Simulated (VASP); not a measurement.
Runs of VASP 6.6.1 on Al5Rh. The structure is that of space group F-43m (No. 216), or close to it. The cells are those of the table. 

```tsv
task	cell	k mesh	cutoff (eV)	gap on the mesh (eV)	pressure (GPa)	relaxed volume (Å³/atom)	largest force (eV/Å)
relaxation of cell and atoms	relaxed from a = 5.137 Å, angles 60.0°, 6 atoms	10 × 10 × 10	600	none	-0.1	15.93	0.01
single point	a = 5.137 Å, angles 60.0°, 6 atoms	4 × 4 × 4	520	none	0.0	-	0.01
single point	a = 5.132 Å, angles 60.0°, 6 atoms	10 × 10 × 10	520	none	-0.1	-	0.01
single point	a = 4.952 Å, angles 60.0°, 6 atoms	4 × 4 × 4	520	none	(b)	-	(a)
relaxation of cell and atoms	relaxed from a = 4.952 Å, angles 60.0°, 6 atoms	4 × 4 × 4	600	none	-0.2	16.01	0.01
```

Alike in all rows: level PBE; potentials or basis VASP PAW PBE potentials, release 64 (Al, Rh_pv); no spin polarisation; smearing gaussian 0.1 eV.

**Question.** Estimate the missing entries.

**Answer.** (a) 0.57; (b) 12.7.

Caveats: some runs use coarse meshes.

A k mesh can miss the band edges, and the runs leave out spin-orbit coupling on Rh.

A gap of «none» marks levels without a gap at the run's occupations.
